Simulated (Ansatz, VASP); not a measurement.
## One calculation of PbS, two programs

The input INCAR:

```
SYSTEM = PbS
  ALGO = Normal
  EDIFF = 1E-6
  ENCUT = 520
  GGA = PS
  ISIF = 2
  ISMEAR = -1
  LASPH = .True.
  LCHARG = .True.
  LELF = .True.
  LREAL = .False.
  LVHAR = .True.
  LWAVE = .False.
  NBANDS = 17
  NELM = 80
  PREC = Accurate
  SIGMA = 0.05
```

KPOINTS

```
k-points
0
Gamma
  7 7 7
  0 0 0
```

Contents of POSCAR:

```
PbS
1.0
    0.0296575000      2.9657500000      2.9657500000
    2.9657500000      0.0296575000      2.9657500000
    2.9954075000      2.9954075000      0.0000000000
Pb S
1 1
Direct
    0.0000000000      0.0000000000      0.0000000000
    0.5000000000      0.5000000000      0.5000000000
```

File input.yaml:

```yaml
crystal:
  lattice:
    - [0.0296575, 2.96575, 2.96575]
    - [2.96575, 0.0296575, 2.96575]
    - [2.9954075, 2.9954075, 0.0]
  atoms:
    - { symbol: Pb, position: [0.0, 0.0, 0.0] }
    - { symbol: S, position: [0.5, 0.5, 0.5] }
hamiltonian:
  xc: pbesol
  pseudopotentials: { kind: paw }
kpoints:
  mp_grid: { grid: [7, 7, 7] }
  band_path:
    path:
      - [[0.0, 0.0, 0.0], [0.3725125, -0.3725125, 0.0], [0.250025, -0.495, -0.244975], [0.0, -0.5, -0.5], [0.25, -0.25, -0.5], [0.5, 0.0, 0.0], [0.6274875, 0.3725125, 0.0], [0.5, 0.5, 0.0], [0.0, 0.0, 0.0], [-0.3775125, -0.3775125, -0.755025], [0.0, 0.0, -0.5], [0.25, -0.25, -0.5]]
      - [[-0.250025, -0.505, -0.755025], [-0.3775125, -0.3775125, -0.755025]]
      - [[0.3775125, 0.3775125, -0.244975], [0.5, 0.5, 0.0]]
    npoints: 14
scf:
  occupations: { method: fermi_dirac, width: 0.05 }
  n_extra_bands: 6
output:
  forces: true
  stress: true
  eigenvalues: true
  fatbands: false
```

Alike in both runs: functional PBEsol; k mesh 7 × 7 × 7; occupations fermi-dirac, width 0.05 eV; no spin polarisation.

|  | VASP | Ansatz |
| --- | --- | --- |
| version | VASP 6.6.1 | Ansatz 0.2.0 |
| potentials or method | VASP PAW PBE potentials, release 64 (Pb_d, S) | Ansatz PAW |
| plane-wave cutoff (eV) | 520 | 420 |
| valence electrons in the cell | 20 | 20 |
| task | single point | band structure |

Ansatz gave:

```
pressure (GPa)                                                : -0.9
traceless stress, the component that is largest in VASP (GPa) : -0.40
```

Question: Estimate VASP's values.

Answer: Pressure (GPa): -1.0; traceless stress, the component that is largest in VASP (GPa): -0.40.

VASP's potentials were made for PBE, not for PBEsol.

Spin-orbit coupling is off throughout.
